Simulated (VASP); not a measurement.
# PbF2 (I4/mmm) in VASP: single point with PBE

Aim: the single point of PbF2 with PBE.

Everything below comes from runs of VASP 6.6.1. Logs are shortened: lines on timing, memory, paths and dates and some standing lists are left out, and cuts for length are marked.

**1. The cell of the first run**

Symmetry: I4/mmm, No. 139, tetragonal system. Conventional cell: a = 4.132 Å, b = 4.132 Å, c = 6.136 Å, α = 90.00°, β = 90.00°, γ = 90.00°. Pb (site symmetry 4/mmm) has 8 F at 2.57 Å within 3.4 Å. Within 3.4 Å of F (site symmetry -4m2) lie 4 Pb at 2.57 Å and 6 F at 2.92 to 3.07 Å.

**2. Single point, PBE**

Input file INCAR:

```
PREC = Accurate
ENCUT = 520
EDIFF = 1E-6
ISMEAR = 0
SIGMA = 0.05
LREAL = False
LASPH = True
NELM = 80
ALGO = Normal
ISIF = 2
LWAVE = False
LCHARG = False
GGA = PE
NBANDS = 21
```

Input file KPOINTS:

```
regular mesh
0
Gamma
  8 8 8
```

Input file POSCAR:

```
PbF2
1.0
    0.0000000000      2.9219408158      3.0680378566
    2.9219408158      0.0000000000      3.0680378566
    2.9219408158      2.9219408158      0.0000000000
Pb F
1 2
Direct
    0.0000000000      0.0000000000      0.0000000000
    0.2500000000      0.2500000000      0.2500000000
    0.7500000000      0.7500000000      0.7500000000
```

Potentials or basis: VASP PAW PBE potentials, release 64 (Pb_d, F).

Launch:

```
$ cat potpaw_PBE.64/Pb_d/POTCAR potpaw_PBE.64/F/POTCAR > POTCAR
$ mpirun -np 1 vasp_std > vasp.out
```

OUTCAR:

```text
PREC = Accurate
   ENCUT = 520
   EDIFF = 1E-6
   ISMEAR = 0
   LREAL = False
   LASPH = True
   NELM = 80
   ISIF = 2
   GGA = PE

 ion  position               nearest neighbor table
   1  0.000  0.000  0.000-   3 2.57   3 2.57   3 2.57   2 2.57   3 2.57   2 2.57   2 2.57   2 2.57

   2  0.250  0.250  0.250-   1 2.57   1 2.57   1 2.57   1 2.57
   3  0.750  0.750  0.750-   1 2.57   1 2.57   1 2.57   1 2.57

  LATTYP: Found a body centered tetragonal cell.
 ALAT       =     4.1322483302
 C/A-ratio  =     1.4849242405

  Lattice vectors:

 A1 = (  -2.9219408158,   0.0000000000,   3.0680378566)
 A2 = (   2.9219408158,   0.0000000000,   3.0680378566)
 A3 = (   0.0000000000,   2.9219408158,  -3.0680378566)

Analysis of symmetry for initial positions (statically):
=====================================================================
 Subroutine PRICEL returns:
 Original cell was already a primitive cell.

 Routine SETGRP: Setting up the symmetry group for a
 body centered tetragonal supercell.

 Subroutine GETGRP returns: Found 16 space group operations
 (whereof 16 operations were pure point group operations)
 out of a pool of 16 trial point group operations.

The static configuration has the point symmetry D_4h.

Analysis of symmetry for dynamics (positions and initial velocities):
=====================================================================
 Subroutine PRICEL returns:
 Original cell was already a primitive cell.

 Routine SETGRP: Setting up the symmetry group for a
 body centered tetragonal supercell.

 Subroutine GETGRP returns: Found 16 space group operations
 (whereof 16 operations were pure point group operations)
 out of a pool of 16 trial point group operations.

The dynamic configuration has the point symmetry D_4h.

 Subroutine INISYM returns: Found 16 space group operations
 (whereof 16 operations are pure point group operations),
 and found     1 'primitive' translations

----------------------------------------------------------------------------------------

                                     Primitive cell

  volume of cell :      52.3882

  direct lattice vectors                    reciprocal lattice vectors
     0.000000000  2.921940816  3.068037857    -0.171119140  0.171119140  0.162970610
     2.921940816  0.000000000  3.068037857     0.171119140 -0.171119140  0.162970610
     2.921940816  2.921940816  0.000000000     0.171119140  0.171119140 -0.162970610

  length of vectors
     4.236814183  4.236814183  4.132248330     0.291758359  0.291758359  0.291758359

  position of ions in fractional coordinates (direct lattice)
     0.000000000  0.000000000  0.000000000
     0.250000000  0.250000000  0.250000000
     0.750000000  0.750000000  0.750000000

  ion indices of the primitive-cell ions
   primitive index   ion index
                 1           1
                 2           2
                 3           3

----------------------------------------------------------------------------------------

 KPOINTS: regular mesh

Automatic generation of k-mesh.
 Grid dimensions read from file:
 generate k-points for:    8    8    8

 Generating k-lattice:

  Cartesian coordinates                     Fractional coordinates (reciprocal lattice)
    -0.021389893  0.021389893  0.020371326     0.125000000  0.000000000  0.000000000
     0.021389893 -0.021389893  0.020371326     0.000000000  0.125000000  0.000000000
     0.021389893  0.021389893 -0.020371326     0.000000000  0.000000000  0.125000000

  Length of vectors
     0.036469795  0.036469795  0.036469795

  Shift w.r.t. Gamma in fractional coordinates (k-lattice)
     0.000000000  0.000000000  0.000000000

 Subroutine IBZKPT returns following result:
 ===========================================

 Found     59 irreducible k-points:

 Following reciprocal coordinates:
            Coordinates               Weight
  0.000000  0.000000  0.000000      1.000000
  0.125000 -0.000000  0.000000      8.000000
  0.250000 -0.000000  0.000000      8.000000
  0.375000 -0.000000  0.000000      8.000000
  0.500000 -0.000000  0.000000      4.000000
  0.125000  0.125000  0.000000      2.000000
[... 16 lines left out ...]
  0.250000 -0.000000  0.125000     16.000000
  0.375000 -0.000000  0.125000     16.000000
 [... further k-points ...]
   k-points           NKPTS =     59   k-points in BZ     NKDIM =     59   number of bands    NBANDS=     21
   number of dos      NEDOS =    301   number of ions     NIONS =      3
   total plane-waves  NPLWV =  32768
   dimension x,y,z NGX =    32 NGY =   32 NGZ =   32
   dimension x,y,z NGXF=    64 NGYF=   64 NGZF=   64
   ions per type =               1   2
   NGX,Y,Z   is equivalent  to a cutoff of  12.56, 12.56, 12.87 a.u.
   NGXF,Y,Z  is equivalent  to a cutoff of  25.11, 25.11, 25.75 a.u.
 SYSTEM =  unknown system
   PREC   = accura    normal or accurate (medium, high low for compatibility)
   ISTART =      0    job   : 0-new  1-cont  2-samecut
   ICHARG =      2    charge: 1-file 2-atom 10-const
   ISPIN  =      1    spin polarized calculation?
   LNONCOLLINEAR =      F non collinear calculations
   LSORBIT =      F    spin-orbit coupling
   LASPH  =      T    aspherical Exc in radial PAW
   ENCUT  =  520.0 eV  38.22 Ry    6.18 a.u.   7.88  7.88  7.68*2*pi/ulx,y,z
   NELM   =     80;   NELMIN=  2; NELMDL= -5     # of ELM steps
   EDIFF  = 0.1E-05   stopping-criterion for ELM
   LREAL  =      F    real-space projection
   EDIFFG = 0.1E-04   stopping-criterion for IOM
   NSW    =      0    number of steps for IOM
   IBRION =     -1    ionic relax: 0-MD 1-quasi-New 2-CG
   NFREE  =      0    steps in history (QN), initial steepest desc. (CG)
   ISIF   =      2    stress and relaxation
   ISYM   =      2    0-nonsym 1-usesym 2-fastsym
   POTIM  = 0.5000    time-step for ionic-motion
   TEBEG  =    0.0;   TEEND  =   0.0 temperature during run
   PSTRESS=    0.0 pullay stress
   NELECT =      28.0000    total number of electrons
   NUPDOWN=      -1.0000    fix difference up-down
   EMIN   =  10.00;   EMAX   =-10.00  energy-range for DOS
   EFERMI =   0.00;   METHOD = LEGACY
   ISMEAR =     0;   SIGMA  =   0.05  broadening in eV -4-tet -1-fermi 0-gaus
   EFERMI_NEDOS =   21; number of points for ismear=-14 and -15
   IALGO  =     38    algorithm
   IMIX   =      4    mixing-type and parameters
     AMIX     =   0.40;   BMIX     =  1.00
     AMIX_MAG =   1.60;   BMIX_MAG =  1.00
  volume/ion in A,a.u.               =      17.46       117.84
  Fermi-wavevector in a.u.,A,eV,Ry     =   1.328566  2.510625 24.015460  1.765086
  Thomas-Fermi vector in A             =   2.457794
   LORBIT       =      0    0 simple, 1 ext, 2 COOP (PROOUT), +10 PAW based schemes
   GGA     = PE    functional components
   LHFCALC =     F    Hartree Fock is set to
   AEXX    =    0.0000 exact exchange contribution
   IVDW    =     0    specifies the selected vdW correction
   LEPSILON=     F    determine dielectric tensor
   LRPA    =     F    only Hartree local field effects (RPA)
 non-spin polarized calculation
 Gauss-broadening in eV      SIGMA  =   0.05
  energy-cutoff  :      520.00
  volume of cell :       52.39
 maximum number of plane-waves:      1436
   NGX = 15   NGY = 15   NGZ = 15

 number of electron      28.0000006 magnetization

 Free energy of the ion-electron system (eV)
  ---------------------------------------------------
  ext. energy  EPLUGINS =         0.00000000
  ---------------------------------------------------
  free energy    TOTEN  =       -14.32538998 eV

  energy without entropy =      -14.32538998  energy(sigma->0) =      -14.32538998

 E-fermi :   2.2084     XC(G=0):  -9.3770

 val. band max:        1.8761168542   @ k =  -0.3750   0.3750   0.0000
 cond. band min:       6.1590473607   @ k =   0.5000   0.0000   0.5000
 fundamental gap:      4.2829305065
 Fermi energy:         2.2084271365

 k-point     1 :       0.0000    0.0000    0.0000
  band No.  band energies     occupation
      1     -19.2245      2.00000
      2     -18.6095      2.00000
      3     -12.6487      2.00000
      4     -12.6131      2.00000
      5     -12.6131      2.00000
      6     -12.5799      2.00000
[... 13 lines left out ...]
     20      17.4419      0.00000
     21      18.6789      0.00000

 k-point     2 :       0.1250   -0.0000    0.0000
  band No.  band energies     occupation
      1     -19.1952      2.00000
      2     -18.6368      2.00000
      3     -12.6366      2.00000
      4     -12.6076      2.00000
      5     -12.5880      2.00000
      6     -12.5803      2.00000
[... 13 lines left out ...]
     20      16.9430      0.00000
     21      18.5741      0.00000

 k-point     3 :       0.2500   -0.0000    0.0000
  band No.  band energies     occupation
      1     -19.1170      2.00000
      2     -18.7070      2.00000
      3     -12.6215      2.00000
      4     -12.6028      2.00000
      5     -12.5725      2.00000
      6     -12.5571      2.00000
[... 13 lines left out ...]
     20      16.2756      0.00000
     21      17.4511      0.00000

 k-point     4 :       0.3750   -0.0000    0.0000
  band No.  band energies     occupation
      1     -19.0163      2.00000
      2     -18.7971      2.00000
      3     -12.6163      2.00000
      4     -12.6065      2.00000
      5     -12.5559      2.00000
      6     -12.5440      2.00000
[... 13 lines left out ...]
     20      15.8724      0.00000
     21      16.4258      0.00000

 k-point     5 :       0.5000   -0.0000    0.0000
  band No.  band energies     occupation
      1     -18.9396      2.00000
      2     -18.8687      2.00000
      3     -12.6159      2.00000
      4     -12.6089      2.00000
      5     -12.5482      2.00000
      6     -12.5368      2.00000
[... 13 lines left out ...]
     20      15.7467      0.00000
     21      16.0154      0.00000

 k-point     6 :       0.1250    0.1250    0.0000
  band No.  band energies     occupation
      1     -19.1914      2.00000
      2     -18.6389      2.00000
      3     -12.6156      2.00000
      4     -12.6017      2.00000
      5     -12.6017      2.00000
      6     -12.5772      2.00000
[... 13 lines left out ...]
     20      17.5696      0.00000
     21      18.2177      0.00000

 k-point     7 :       0.2500    0.1250    0.0000
  band No.  band energies     occupation
      1     -19.1360      2.00000
      2     -18.6870      2.00000
      3     -12.6044      2.00000
      4     -12.5935      2.00000
      5     -12.5701      2.00000
      6     -12.5685      2.00000
[... 13 lines left out ...]
     20      17.1857      0.00000
     21      17.8877      0.00000
[... 291 lines left out ...]
      1     -18.9503      2.00000
      2     -18.8422      2.00000
      3     -12.5830      2.00000
      4     -12.5722      2.00000
      5     -12.5434      2.00000
      6     -12.4933      2.00000
[... 13 lines left out ...]
     20      17.2491      0.00000
     21      18.5265      0.00000

 k-point    21 :       0.5000    0.5000    0.0000
  band No.  band energies     occupation
      1     -18.9901      2.00000
      2     -18.8007      2.00000
      3     -12.5925      2.00000
      4     -12.5611      2.00000
      5     -12.5331      2.00000
      6     -12.5331      2.00000
[... 13 lines left out ...]
     20      18.7894      0.00000
     21      19.2988      0.00000

 k-point    22 :       0.1250    0.0000    0.1250
  band No.  band energies     occupation
      1     -19.1830      2.00000
      2     -18.6481      2.00000
      3     -12.6343      2.00000
      4     -12.6029      2.00000
      5     -12.5839      2.00000
      6     -12.5779      2.00000
[... 13 lines left out ...]
     20      16.9583      0.00000
     21      18.6830      0.00000

 k-point    23 :       0.2500   -0.0000    0.1250
  band No.  band energies     occupation
      1     -19.1202      2.00000
      2     -18.7040      2.00000
      3     -12.6168      2.00000
      4     -12.5962      2.00000
      5     -12.5815      2.00000
      6     -12.5553      2.00000
[... 13 lines left out ...]
     20      16.6486      0.00000
     21      18.2965      0.00000

 k-point    24 :       0.3750   -0.0000    0.1250
  band No.  band energies     occupation
      1     -19.0288      2.00000
      2     -18.7845      2.00000
      3     -12.6065      2.00000
      4     -12.6006      2.00000
      5     -12.5602      2.00000
      6     -12.5440      2.00000
[... 13 lines left out ...]
     20      16.7069      0.00000
     21      17.4939      0.00000

 [... further k-points ...]

------------------------ aborting loop because EDIFF is reached ----------------------------------------

  FORCE on cell =-STRESS in cart. coord.  units (eV):
  Direction    XX          YY          ZZ          XY          YZ          ZX
  --------------------------------------------------------------------------------------
  -------------------------------------------------------------------------------------
  Total        0.9117163      0.9117163      0.0543283      0.0000000      0.0000000     -0.0000000
  in kB       27.8828249     27.8828249      1.6615123      0.0000000      0.0000000     -0.0000000
  external PRESSURE =      19.1423874 kB  Pullay stress =       0.0000000 kB

 VOLUME and BASIS-vectors are now :
 -----------------------------------------------------------------------------
  energy-cutoff  :      520.00
  volume of cell :       52.39
      direct lattice vectors                 reciprocal lattice vectors
     0.000000000  2.921940816  3.068037857    -0.171119140  0.171119140  0.162970610
     2.921940816  0.000000000  3.068037857     0.171119140 -0.171119140  0.162970610
     2.921940816  2.921940816  0.000000000     0.171119140  0.171119140 -0.162970610

 POSITION                                       TOTAL-FORCE (eV/Angst)
 -----------------------------------------------------------------------------------
      0.00000      0.00000      0.00000         0.000000     -0.000000      0.000000
      1.46097      1.46097      1.53402         0.000000      0.000000      0.000000
      4.38291      4.38291      4.60206        -0.000000     -0.000000     -0.000000
 -----------------------------------------------------------------------------------
    total drift:                                0.000000     -0.000000      0.000000

  FREE ENERGIE OF THE ION-ELECTRON SYSTEM (eV)
  ---------------------------------------------------
  free  energy   TOTEN  =       -14.3253899819 eV

  energy  without entropy=      -14.3253899819  energy(sigma->0) =      -14.32538998
```

Wall time 45 s (1 thread of Intel Xeon Platinum 8488C (Sapphire Rapids), shared host); peak memory 0.21 GiB.

Results:

| Property | Result |
| --- | --- |
| Free energy | -14.3254 eV |
| Pressure | 1.9 GPa |
| Band gap on the k mesh | 4.28 eV, indirect (least direct gap 4.50 eV) |

Stress tensor (GPa, compression positive):
```
2.79 0.00 0.00
0.00 2.79 0.00
0.00 0.00 0.17
```

Levels at points of the mesh, in eV from the valence-band top:
```csv
k point,band 12,band 13,band 14,band 15,band 16,band 17
"(0.00, 0.00, 0.00)",-2.21,-1.88,-1.88,6.63,6.63,6.86
"(0.50, 0.00, 0.00)",-2.19,-2.13,-0.09,4.93,7.55,7.62
"(0.50, 0.50, 0.00)",-1.52,-1.52,-0.05,4.45,7.84,7.84
"(0.50, 0.00, 0.50)",-1.50,-1.48,-0.30,4.28,7.59,7.96
```

Caveat: spin-orbit coupling is left out, which moves the levels of the heavy elements. A k mesh can miss the band edges.
